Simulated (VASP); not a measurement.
Be4H7, 11 atoms in the cell. The structure is orthorhombic, space group Cmmm (No. 65). The conventional cell has a = 3.873 Å, b = 12.697 Å, c = 4.029 Å, α = 90.00°, β = 90.00°, γ = 90.00°. Within 1.6 Å of Be (site symmetry m2m) lie 3 H at 1.19 Å. Be (site symmetry m2m) has 4 H at 1.19 Å within 1.6 Å. H (site symmetry mmm) has 2 Be at 1.19 Å within 1.6 Å. Within 1.6 Å of H (site symmetry m) lie 2 Be at 1.19 Å. H (site symmetry 2/m) has 2 Be at 1.19 Å within 1.6 Å. The cell was generated, and may not be a known phase.

```yaml
Program: VASP 6.6.1
Task: single point
Functional: PBE
Potentials_or_basis: VASP PAW PBE potentials, release 64 (Be, H)
Cutoff: 600 eV
k_mesh: 6 × 6 × 4
Occupations: gaussian, width 0.1 eV
Spin: no spin polarisation
Dipole_correction: no
Further_INCAR_settings: ALGO = Normal; EDIFF = 1e-06; NBANDS = 18
```

Potentials or basis: VASP PAW PBE potentials, release 64 (Be, H).

Command:

```console
$ cat potpaw_PBE.64/Be/POTCAR potpaw_PBE.64/H/POTCAR > POTCAR
$ mpirun -np 1 vasp_std > vasp.out
```

Hardware: 1 thread of Oxide Virtual Turin-like Processor, on a shared host.

Estimate the wall time of this run.

Wall time 2.7 min on 1 thread of Oxide Virtual Turin-like Processor, on a shared host, peak memory 0.27 GiB. Counts: scf iterations 14, k points 39.
